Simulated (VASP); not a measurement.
Runs of VASP 6.6.1 on MgO. The structure is that of space group P6_3mc (No. 186), or close to it. The cells are those of the table. 

| cell | gap on the mesh (eV) | pressure (GPa) | largest force (eV/Å) |
| --- | --- | --- | --- |
| a = 3.470, b = 3.470, c = 4.985 Å, angles 90.0, 90.0, 120.0°, 4 atoms | 2.96 | -6.7 | 0.60 |
| a = 3.393, b = 3.393, c = 4.985 Å, angles 90.0, 90.0, 120.0°, 4 atoms | 3.21 | (c) | 0.48 |
| a = 3.393, b = 3.393, c = 5.258 Å, angles 90.0, 90.0, 120.0°, 4 atoms | (a) | -7.6 | 0.06 |
| a = 3.393, b = 3.393, c = 5.122 Å, angles 90.0, 90.0, 120.0°, 4 atoms | 3.11 | -5.4 | 0.15 |
| a = 3.315, b = 3.315, c = 5.258 Å, angles 90.0, 90.0, 120.0°, 4 atoms | 3.29 | (b) | 0.21 |
| a = 3.547, b = 3.547, c = 4.712 Å, angles 90.0, 90.0, 120.0°, 4 atoms | 2.95 | -3.4 | 1.85 |
| a = 3.315, b = 3.315, c = 5.122 Å, angles 90.0, 90.0, 120.0°, 4 atoms | 3.39 | -0.5 | - |
| a = 3.238, b = 3.238, c = 5.531 Å, angles 90.0, 90.0, 120.0°, 4 atoms | 3.38 | -1.5 | 0.56 |

Alike in all rows: task single point; level PBE; potentials or basis VASP PAW PBE potentials, release 64 (Mg, O); no spin polarisation; k mesh 9 × 9 × 6; cutoff (eV) 520; smearing gaussian 0.05 eV.

Q: Fill in the values left out.

A: (a) 3.02; (b) -3.0; (c) -2.6.

Caveats: the cell stands under tension (at least some runs); the stress differs along the axes, from -11 to 1 GPa (at least some runs); the stress differs along the axes, from -6 to 4 GPa (at least some runs); the stress differs along the axes, from -13 to 15 GPa (at least some runs); forces of over 1 eV/Å act on the atoms, so gaps and moduli don't describe the material at rest (at least some runs); the stress differs along the axes, from -12 to 4 GPa (at least some runs).

A k mesh can miss the band edges.
